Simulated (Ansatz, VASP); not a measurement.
## Two plane-wave programs on Fe

Contents of INCAR:

```
SYSTEM = Fe
PREC = Accurate
ENCUT = 520
EDIFF = 1E-6
ISMEAR = 0
SIGMA = 0.05
LREAL = .FALSE.
LASPH = .TRUE.
NELM = 60
ALGO = Normal
ISIF = 2
LWAVE = .FALSE.
LCHARG = .TRUE.
GGA = PE
LELF = .TRUE.
LVHAR = .TRUE.
NBANDS = 10
```

File KPOINTS:

```
regular mesh
0
G
  22 22 22
  0 0 0
```

The input POSCAR:

```
Fe
1.0
   -1.3697016121      1.3697016121      1.3697016121
    1.3697016121     -1.3697016121      1.3697016121
    1.3697016121      1.3697016121     -1.3697016121
Fe
1
Direct
    0.0000000000      0.0000000000      0.0000000000
```

Input for Ansatz:

```yaml
crystal:
  lattice:
    - [-1.3697016121, 1.3697016121, 1.3697016121]
    - [1.3697016121, -1.3697016121, 1.3697016121]
    - [1.3697016121, 1.3697016121, -1.3697016121]
  atoms:
    - { symbol: Fe, position: [0.0, 0.0, 0.0] }
basis:
  ecutwfc: 420
  ecutrho_ratio: 4
kpoints:
  mp_grid: { grid: [22, 22, 22] }
hamiltonian:
  xc: pbe
scf:
  occupations: { method: gaussian, width: 0.05 }
output:
  forces: true
  stress: true
  eigenvalues: true
```

Alike in both runs: task single point; functional PBE; k mesh 22 × 22 × 22; occupations gaussian, width 0.05 eV; no spin polarisation.

|  | VASP | Ansatz |
| --- | --- | --- |
| version | VASP 6.6.1 | Ansatz 0.2.0 |
| potentials or method | VASP PAW PBE potentials, release 64 (Fe), cutoff 520 eV | scalar-relativistic, plane waves, PAW |
| valence electrons in the cell | 8 | 16 |

Ansatz gave:

| Quantity | Value |
| --- | --- |
| gap on the k mesh at the Fermi level (eV) | none |
| pressure (GPa) | 5.7 |

Problem. Estimate VASP's values.

Solution. gap on the k mesh at the Fermi level (eV): none; pressure (GPa): 4.3.

A gap of «none» marks a metal or a gap that the smearing closes. The functional is the same, so the differences come from potentials, cutoffs and numerics. VASP's potentials hold 8 valence electrons a cell and Ansatz's 16, so a difference there can come from the potentials and not from the codes.
